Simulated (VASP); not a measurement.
# HW4C4 in VASP: notebook, part 2 of 2

VASP 6.6.1. Earlier steps stand in the parts before.

## (3) Single point, PBE

File INCAR:

```
SYSTEM = HW4C4
ALGO     = Normal         ! electronic algorithm
EDIFF    = 1E-7           ! SCF threshold, eV
ENCUT    = 520            ! plane-wave cutoff, eV
GGA      = PE             ! functional
ISIF     = 2              ! what is computed and relaxed
ISMEAR   = -1             ! smearing method
LASPH    = .TRUE.         ! aspherical terms in the spheres
LCHARG   = .FALSE.        ! write CHGCAR
LREAL    = Auto         
LWAVE    = .FALSE.        ! write WAVECAR
NBANDS   = 88             ! bands
NELM     = 60             ! most SCF steps
PREC     = Accurate       ! precision mode
SIGMA    = 0.05           ! smearing width, eV
```

File KPOINTS:

```
k-points
0
G
  4 4 1
  0 0 0
```

File POSCAR:

```
HW4C4
1.0
    5.7868000000      0.0000000000      0.0000000000
   -2.8934000000      5.0115160000      0.0000000000
    0.0000000000      0.0000000000     17.2472500000
W C H
8 8 2
Direct
    0.0000000000      0.0000000000      0.0579803000
   -0.0001222553     -0.0001260277      0.2247826164
    0.0000000000      0.5000000000      0.0579803000
   -0.0001157076      0.4998564416      0.2247367997
    0.5000000000      0.0000000000      0.0579803000
    0.4999134264     -0.0001171061      0.2247811900
    0.5000000000      0.5000000000      0.0579803000
    0.4998878074      0.4998499409      0.2247678086
    0.3333687717      0.1667024985      0.1346222765
    0.3331760712      0.1665054612      0.2895322478
    0.3333626484      0.6667058562      0.1346543671
    0.3331300169      0.6664463472      0.2895263458
    0.8333283965      0.1666725107      0.1346192706
    0.8332317632      0.1665379191      0.2895386083
    0.8333408203      0.6667225784      0.1346235868
    0.8332729325      0.6665072844      0.2895243619
    0.6959493639      0.2866430707      0.4707277188
    0.6731679875      0.4033997802      0.4730719464
```

Potentials or basis: VASP PAW PBE potentials, release 64 (W_sv, C, H).

On the command line:

```console
$ cat potpaw_PBE.64/W_sv/POTCAR potpaw_PBE.64/C/POTCAR potpaw_PBE.64/H/POTCAR > POTCAR
$ mpirun -np 1 vasp_std > vasp.out
```

OUTCAR:

```text
SYSTEM = HW4C4
   EDIFF = 1E-7
   ENCUT = 520
   GGA = PE
   ISIF = 2
   ISMEAR = -1
   LASPH = .TRUE.
   LREAL = Auto
   NELM = 60
   PREC = Accurate

 ion  position               nearest neighbor table
   1  0.000  0.000  0.058-  15 2.13  13 2.13   9 2.13   2 2.88   5 2.89   5 2.89   3 2.89   3 2.89
                             7 2.89   7 2.89
   2  1.000  1.000  0.225-  10 2.01  14 2.01  16 2.01  15 2.28  13 2.28   9 2.28   1 2.88   6 2.89
                             4 2.89   8 2.89   8 2.89   4 2.89   6 2.89
   3  0.000  0.500  0.058-  13 2.13  15 2.13  11 2.13   4 2.88   7 2.89   7 2.89   5 2.89   1 2.89
                             1 2.89   5 2.89
   4  1.000  0.500  0.225-  12 2.01  16 2.01  14 2.01  13 2.28  11 2.28  15 2.28   3 2.88   6 2.89
                             2 2.89   8 2.89   8 2.89   2 2.89   6 2.89
   5  0.500  0.000  0.058-  13 2.13   9 2.13  11 2.13   6 2.88   1 2.89   1 2.89   3 2.89   7 2.89
                             7 2.89   3 2.89
   6  0.500  1.000  0.225-  14 2.01  10 2.01  12 2.01  11 2.28   9 2.28  13 2.28   5 2.88   2 2.89
                             4 2.89   8 2.89   8 2.89   4 2.89   2 2.89
   7  0.500  0.500  0.058-   9 2.13  15 2.13  11 2.13   8 2.88   3 2.89   3 2.89   5 2.89   5 2.89
                             1 2.89   1 2.89
   8  0.500  0.500  0.225-  12 2.01  10 2.01  16 2.01   9 2.28  11 2.28  15 2.28   7 2.88   6 2.89
                             2 2.89   4 2.89   4 2.89   2 2.89   6 2.89
   9  0.333  0.167  0.135-   7 2.13   5 2.13   1 2.13   8 2.28   6 2.28   2 2.28
  10  0.333  0.167  0.290-   2 2.01   6 2.01   8 2.01
  11  0.333  0.667  0.135-   5 2.13   7 2.13   3 2.13   6 2.28   4 2.28   8 2.28
  12  0.333  0.666  0.290-   4 2.01   8 2.01   6 2.01
  13  0.833  0.167  0.135-   3 2.13   5 2.13   1 2.13   4 2.28   2 2.28   6 2.28
  14  0.833  0.167  0.290-   2 2.01   6 2.01   4 2.01
  15  0.833  0.667  0.135-   1 2.13   7 2.13   3 2.13   2 2.28   4 2.28   8 2.28
  16  0.833  0.667  0.290-   2 2.01   4 2.01   8 2.01
  17  0.696  0.287  0.471-  18 0.75
  18  0.673  0.403  0.473-  17 0.75

  LATTYP: Found a hexagonal cell.
 ALAT       =     5.7868000000
 C/A-ratio  =     2.9804468791

  Lattice vectors:

 A1 = (   5.7868000000,   0.0000000000,   0.0000000000)
 A2 = (  -2.8934000000,   5.0115160000,   0.0000000000)
 A3 = (   0.0000000000,   0.0000000000,  17.2472500000)
[... 172 lines left out ...]
   IVDW    =     0    specifies the selected vdW correction
   LEPSILON=     F    determine dielectric tensor
   LRPA    =     F    only Hartree local field effects (RPA)
 non-spin polarized calculation
  energy-cutoff  :      520.00
  volume of cell :      500.18
 maximum number of plane-waves:     13488
 NGX is ok and might be reduce to    48
   NGX = 21   NGY = 21   NGZ = 65

 number of electron     145.9999995 magnetization

 Free energy of the ion-electron system (eV)
  ---------------------------------------------------
  ext. energy  EPLUGINS =         0.00000000
  ---------------------------------------------------
  free energy    TOTEN  =      -169.05064883 eV

  energy without entropy =     -168.97746310  energy(sigma->0) =     -169.01405597

 E-fermi :   0.0328     XC(G=0):  -6.0701

 val. band max:       -0.0391640963   @ k =   0.0000   0.5000   0.0000
 cond. band min:       0.0977832417   @ k =  -0.2500   0.5000   0.0000
 fundamental gap:      0.1369473381
 Fermi energy:         0.0328012955

 k-point     1 :       0.0000    0.0000    0.0000
  band No.  band energies     occupation
      1     -73.9043      2.00000
      2     -73.8401      2.00000
      3     -73.8401      2.00000
      4     -73.8392      2.00000
      5     -73.8081      2.00000
      6     -73.7490      2.00000
[... 869 lines left out ...]
     84       2.5224      0.00000
     85       2.5256      0.00000
 [bands above 85 left out]

------------------------ aborting loop because EDIFF is reached ----------------------------------------

  FORCE on cell =-STRESS in cart. coord.  units (eV):
  Direction    XX          YY          ZZ          XY          YZ          ZX
  --------------------------------------------------------------------------------------
  -------------------------------------------------------------------------------------
  Total       11.9629399     11.9503748      0.9141118      0.0181443      0.0215985      0.0066747
  in kB       38.3196073     38.2793590      2.9280768      0.0581196      0.0691840      0.0213804
  external PRESSURE =      26.5090144 kB  Pullay stress =       0.0000000 kB

 VOLUME and BASIS-vectors are now :
 -----------------------------------------------------------------------------
  energy-cutoff  :      520.00
  volume of cell :      500.18
      direct lattice vectors                 reciprocal lattice vectors
     5.786800000  0.000000000  0.000000000     0.172807078  0.099770209  0.000000000
    -2.893400000  5.011516000  0.000000000     0.000000000  0.199540419  0.000000000
     0.000000000  0.000000000 17.247250000     0.000000000  0.000000000  0.057980258

 POSITION                                       TOTAL-FORCE (eV/Angst)
 -----------------------------------------------------------------------------------
      0.00000      0.00000      1.00000         0.000280      0.001052     -0.053631
      2.89306      5.01088      3.87688         0.003274      0.002598     -0.039593
     -1.44670      2.50576      1.00000         0.000832      0.001970     -0.056728
      4.33985      2.50504      3.87609        -0.000865      0.001588     -0.028437
      2.89340      0.00000      1.00000        -0.000359     -0.000928     -0.053529
     -0.00016      5.01093      3.87686        -0.001168      0.002381     -0.038617
[... 10 lines left out ...]
      3.19795      1.43652      8.11876        -0.023878      0.029621      0.002700
      2.72829      2.02164      8.15919         0.023547     -0.029588     -0.000277
 -----------------------------------------------------------------------------------
    total drift:                               -0.001395     -0.005613     -0.014499

  FREE ENERGIE OF THE ION-ELECTRON SYSTEM (eV)
  ---------------------------------------------------
  free  energy   TOTEN  =      -169.0506488349 eV

  energy  without entropy=     -168.9774630994  energy(sigma->0) =     -169.01405597
```

OSZICAR:

```text
N       E                     dE             d eps       ncg     rms          rms(c)
DAV:   1     0.168752350285E+04    0.16875E+04   -0.84838E+04  2080   0.155E+03
DAV:   2    -0.843929026246E+02   -0.17719E+04   -0.17351E+04  2040   0.466E+02
DAV:   3    -0.191104676937E+03   -0.10671E+03   -0.10295E+03  2128   0.112E+02
[... 23 lines left out ...]
DAV:  27    -0.169050646800E+03   -0.49395E-05   -0.64589E-07  1744   0.220E-03    0.754E-04
DAV:  28    -0.169050648332E+03   -0.15321E-05   -0.10725E-07  1408   0.908E-04    0.462E-04
DAV:  29    -0.169050648636E+03   -0.30400E-06   -0.26647E-08  1272   0.473E-04    0.275E-04
DAV:  30    -0.169050648774E+03   -0.13790E-06   -0.12579E-08  1152   0.304E-04    0.114E-04
DAV:  31    -0.169050648835E+03   -0.60911E-07   -0.88007E-09  1200   0.206E-04
   1 F= -.16905065E+03 E0= -.16901406E+03  d E =-.731857E-01
```

stdout:

```text
POSCAR found type information on POSCAR W C H
 POSCAR found :  3 types and      18 ions
 scaLAPACK will be used
 LDA part: xc-table for (Slater+PW92), standard interpolation
 POSCAR, INCAR and KPOINTS ok, starting setup
 FFT: planning ... GRIDC
 FFT: planning ... GRID_SOFT
 FFT: planning ... GRID
 WAVECAR not read
 entering main loop
```

Wall time 53 min (1 thread of Intel Xeon 8259CL, shared host); peak memory 0.78 GiB.

What came out:

```
Free energy            : -169.0506 eV
Largest force          : 0.087 eV/Å
Band gap on the k mesh : zero (bands 73 and 74 overlap by 0.63 eV)
```

Forces in eV/Å, atoms in the order of the input:
```
W    0.000  0.001 -0.054
W    0.003  0.003 -0.040
W    0.001  0.002 -0.057
W   -0.001  0.002 -0.028
W    0.000 -0.001 -0.054
W   -0.001  0.002 -0.039
W   -0.001  0.002 -0.054
W    0.004  0.005 -0.034
C   -0.003 -0.005  0.006
C    0.001  0.000  0.087
C   -0.001 -0.006 -0.005
C    0.001  0.002  0.086
C    0.000 -0.002  0.006
C    0.000  0.001  0.086
C    0.001 -0.006  0.004
C   -0.002  0.000  0.086
H   -0.024  0.030  0.003
H    0.024 -0.030  0.000
```

Levels at points of the mesh, in eV from the Fermi level:
| k point | band 70 | band 71 | band 72 | band 73 | band 74 | band 75 | band 76 | band 77 |
| --- | --- | --- | --- | --- | --- | --- | --- | --- |
| (0.00, 0.00, 0.00) | 0.36 | 0.36 | 0.56 | 0.56 | 0.56 | 1.23 | 1.40 | 1.40 |
| (0.50, 0.00, 0.00) | -0.98 | -0.98 | -0.47 | -0.46 | -0.07 | -0.07 | 1.32 | 1.32 |
| (0.00, 0.50, 0.00) | -0.99 | -0.98 | -0.46 | -0.46 | -0.07 | -0.07 | 1.32 | 1.32 |
| (0.50, 0.50, 0.00) | -0.99 | -0.98 | -0.46 | -0.46 | -0.07 | -0.07 | 1.32 | 1.32 |

Caveat: spin-orbit coupling is left out, which moves the levels of the heavy elements.

## (4) Single point, PBE

File INCAR:

```
PREC = Accurate ; ENCUT = 520
EDIFF = 1E-6 ; ISMEAR = -1
SIGMA = 0.05 ; LREAL = Auto
LASPH = T ; NELM = 100
ALGO = Normal ; ISIF = 2
LWAVE = F ; LCHARG = F
GGA = PE ; NBANDS = 88
```

File KPOINTS:

```
Automatic mesh
0
Gamma
  4 4 1
```

File POSCAR:

```
HW4C4
1.0
    5.7868000000      0.0000000000      0.0000000000
   -2.8934000000      5.0115160000      0.0000000000
    0.0000000000      0.0000000000     17.2472500000
W C H
8 8 2
Direct
    0.0000000000      0.0000000000      0.0579803157
   -0.0001223276     -0.0001261095      0.2247826175
    0.0000000000      0.5000000000      0.0579803157
   -0.0001156278      0.4998565304      0.2247368131
    0.5000000000      0.0000000000      0.0579803157
    0.4999134401     -0.0001171302      0.2247811680
    0.5000000000      0.5000000000      0.0579803157
    0.4998878193      0.4998499456      0.2247678326
    0.3333686790      0.1667024509      0.1346222731
    0.3331760259      0.1665055045      0.2895322443
    0.3333625987      0.6667058431      0.1346543942
    0.3331300773      0.6664464406      0.2895263303
    0.8333284836      0.1666725199      0.1346192581
    0.8332317615      0.1665378301      0.2895386221
    0.8333409110      0.6667226045      0.1346236067
    0.8332730046      0.6665073004      0.2895243590
    0.6959493792      0.2866430038      0.4707277392
    0.6731680139      0.4033996898      0.4730719390
```

Potentials or basis: VASP PAW PBE potentials, release 64 (W_sv, C, H).

On the command line:

```console
$ cat potpaw_PBE.64/W_sv/POTCAR potpaw_PBE.64/C/POTCAR potpaw_PBE.64/H/POTCAR > POTCAR
$ mpirun -np 1 vasp_std > vasp.out
```

OUTCAR:

```text
PREC = Accurate
   ENCUT = 520
   EDIFF = 1E-6
   ISMEAR = -1
   LREAL = Auto
   LASPH = T
   NELM = 100
   ISIF = 2
   GGA = PE

 ion  position               nearest neighbor table
   1  0.000  0.000  0.058-  15 2.13  13 2.13   9 2.13   2 2.88   5 2.89   5 2.89   3 2.89   3 2.89
                             7 2.89   7 2.89
   2  1.000  1.000  0.225-  10 2.01  14 2.01  16 2.01  15 2.28  13 2.28   9 2.28   1 2.88   6 2.89
                             4 2.89   8 2.89   8 2.89   4 2.89   6 2.89
   3  0.000  0.500  0.058-  13 2.13  15 2.13  11 2.13   4 2.88   7 2.89   7 2.89   5 2.89   1 2.89
                             1 2.89   5 2.89
   4  1.000  0.500  0.225-  12 2.01  16 2.01  14 2.01  13 2.28  11 2.28  15 2.28   3 2.88   6 2.89
[... 1116 lines left out ...]
  in kB       38.3203864     38.2801789      2.9319985      0.0581055      0.0691808      0.0213709
  external PRESSURE =      26.5108546 kB  Pullay stress =       0.0000000 kB

 VOLUME and BASIS-vectors are now :
 -----------------------------------------------------------------------------
  energy-cutoff  :      520.00
  volume of cell :      500.18
      direct lattice vectors                 reciprocal lattice vectors
     5.786800000  0.000000000  0.000000000     0.172807078  0.099770209  0.000000000
    -2.893400000  5.011516000  0.000000000     0.000000000  0.199540419  0.000000000
     0.000000000  0.000000000 17.247250000     0.000000000  0.000000000  0.057980258

 POSITION                                       TOTAL-FORCE (eV/Angst)
 -----------------------------------------------------------------------------------
      0.00000      0.00000      1.00000         0.000280      0.001047     -0.053674
      2.89306      5.01088      3.87688         0.003280      0.002610     -0.039588
     -1.44670      2.50576      1.00000         0.000829      0.001971     -0.056764
      4.33985      2.50504      3.87609        -0.000873      0.001564     -0.028423
      2.89340      0.00000      1.00000        -0.000358     -0.000928     -0.053569
     -0.00016      5.01093      3.87686        -0.001173      0.002397     -0.038596
[... 10 lines left out ...]
      3.19795      1.43652      8.11876        -0.023868      0.029610      0.002725
      2.72829      2.02164      8.15919         0.023538     -0.029576     -0.000250
 -----------------------------------------------------------------------------------
    total drift:                               -0.001395     -0.005614     -0.014694

  FREE ENERGIE OF THE ION-ELECTRON SYSTEM (eV)
  ---------------------------------------------------
  free  energy   TOTEN  =      -169.0506485722 eV

  energy  without entropy=     -168.9774624280  energy(sigma->0) =     -169.01405550
```

OSZICAR:

```text
N       E                     dE             d eps       ncg     rms          rms(c)
DAV:   1     0.168752354711E+04    0.16875E+04   -0.84838E+04  2080   0.155E+03
DAV:   2    -0.843929008460E+02   -0.17719E+04   -0.17351E+04  2040   0.466E+02
DAV:   3    -0.191104677756E+03   -0.10671E+03   -0.10295E+03  2128   0.112E+02
[... 21 lines left out ...]
DAV:  25    -0.169050633184E+03   -0.26597E-04   -0.16002E-06  1456   0.573E-03    0.418E-03
DAV:  26    -0.169050641756E+03   -0.85720E-05   -0.11825E-06  1408   0.339E-03    0.170E-03
DAV:  27    -0.169050646272E+03   -0.45157E-05   -0.74610E-07  1328   0.238E-03    0.613E-04
DAV:  28    -0.169050648250E+03   -0.19781E-05   -0.20693E-07  1168   0.126E-03    0.521E-04
DAV:  29    -0.169050648572E+03   -0.32254E-06   -0.54746E-08  1072   0.692E-04
   1 F= -.16905065E+03 E0= -.16901406E+03  d E =-.731861E-01
```

stdout:

```text
POSCAR found type information on POSCAR W C H
 POSCAR found :  3 types and      18 ions
 scaLAPACK will be used
 LDA part: xc-table for (Slater+PW92), standard interpolation
 POSCAR, INCAR and KPOINTS ok, starting setup
 FFT: planning ... GRIDC
 FFT: planning ... GRID_SOFT
 FFT: planning ... GRID
 WAVECAR not read
 entering main loop
```

Run time: 42 min. Hardware: 1 thread of Intel Xeon 8259CL, shared host; peak memory 0.78 GiB.

Results:

| Quantity | Value |
| --- | --- |
| Free energy | -169.0506 eV |
| Largest force | 0.087 eV/Å |
| Band gap on the k mesh | zero (bands 73 and 74 overlap by 0.63 eV) |

Forces on the atoms (eV/Å):
```
W    0.000  0.001 -0.054
W    0.003  0.003 -0.040
W    0.001  0.002 -0.057
W   -0.001  0.002 -0.028
W    0.000 -0.001 -0.054
W   -0.001  0.002 -0.039
W   -0.001  0.002 -0.054
W    0.004  0.005 -0.034
C   -0.003 -0.005  0.006
C    0.001  0.000  0.087
C   -0.001 -0.006 -0.005
C    0.001  0.002  0.086
C    0.000 -0.002  0.006
C    0.000  0.001  0.086
C    0.001 -0.006  0.004
C   -0.002  0.000  0.086
H   -0.024  0.030  0.003
H    0.024 -0.030  0.000
```

Caveat: spin-orbit coupling is left out, which moves the levels of the heavy elements.
